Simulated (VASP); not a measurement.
Here is a VASP 6.6.1 calculation.

The input INCAR:

```
SYSTEM = Ni
PREC = Accurate
ENCUT = 600
EDIFF = 1E-6
ISMEAR = 1
SIGMA = 0.15
LREAL = .False.
LASPH = .True.
NELM = 120
ALGO = Normal
ISIF = 2
LWAVE = .False.
LCHARG = .True.
GGA = PE
LELF = .True.
LVHAR = .True.
NBANDS = 11
GGA_COMPAT = .False.
```

KPOINTS

```
Automatic mesh
0
Gamma
  14 14 14
  0 0 0
```

POSCAR

```
Ni
1.0
    0.0000000000      1.7678000000      1.7678000000
    1.7678000000      0.0000000000      1.7678000000
    1.7678000000      1.7678000000      0.0000000000
Ni
1
Direct
    0.0000000000      0.0000000000      0.0000000000
```

Potentials or basis: VASP PAW PBE potentials, release 64 (Ni).

Command:

```sh
$ cat potpaw_PBE.64/Ni/POTCAR > POTCAR
$ mpirun -np 1 vasp_std > vasp.out
```

(1) Predict the pressure.

(2) Predict the band gap on the k mesh.

## Answers

(1) -4.0 GPa.

(2) zero (band 5 reaches 9.12 eV, above the bottom of band 6 at 8.18 eV).

Caveat: the run has no spin polarisation, though such a crystal can be magnetic.
